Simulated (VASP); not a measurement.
A run of VASP 6.6.1 is set up as follows.

POSCAR

```
C
1.0
    2.1553145742     -1.2444459046      0.0000000000
    2.1553145742      1.2444459046      0.0000000000
   -1.3972173651      0.0000000000      3.5489252341
C
2
Direct
    0.1666444700      0.1666444700      0.9999069600
    0.8333555300      0.8333555300      0.0000930400
```

Contents of INCAR.step1:

```
SYSTEM = C
  ALGO = Normal
  EDIFF = 1E-4
  ENCUT = 520
  GGA = PE
  ISMEAR = -1
  LASPH = .TRUE.
  LCHARG = .FALSE.
  LREAL = .FALSE.
  LWAVE = .TRUE.
  NBANDS = 11
  NELM = 80
  PREC = Accurate
  SIGMA = 0.05
```

INCAR.step2

```
SYSTEM = C
  ALGO = Normal
  EDIFF = 1E-7
  ENCUT = 520
  ISIF = 2
  ISMEAR = -1
  ISTART = 1
  LASPH = .TRUE.
  LCHARG = .FALSE.
  LMIXTAU = .TRUE.
  LREAL = .FALSE.
  LWAVE = .FALSE.
  METAGGA = R2SCAN
  NBANDS = 11
  NELM = 80
  PREC = Accurate
  SIGMA = 0.05
```

File KPOINTS:

```
k-points
0
G
  13 13 8
  0 0 0
```

Potentials or basis: VASP PAW PBE potentials, release 64 (C).

Command:

```sh
$ cat potpaw_PBE.64/C/POTCAR > POTCAR
$ cp INCAR.step1 INCAR
$ mpirun -np 1 vasp_std > vasp.out
$ cp INCAR.step2 INCAR
$ mpirun -np 1 vasp_std > vasp.out
```

Task: Estimate the largest force.

Result: 0.011 eV/Å.

Task: Estimate the band gap on the k mesh.

Result: 0.98 eV, indirect (least direct gap 0.99 eV).

Stress tensor (GPa, compression positive):
```
-14.34   0.00  -0.03
  0.00 -14.41   0.00
 -0.03   0.00  -0.05
```

Caveat: the PAW data sets were made with another functional, which shifts forces and pressure a little. r2SCAN opens gaps a little over a GGA but as a rule still falls short of measured ones.
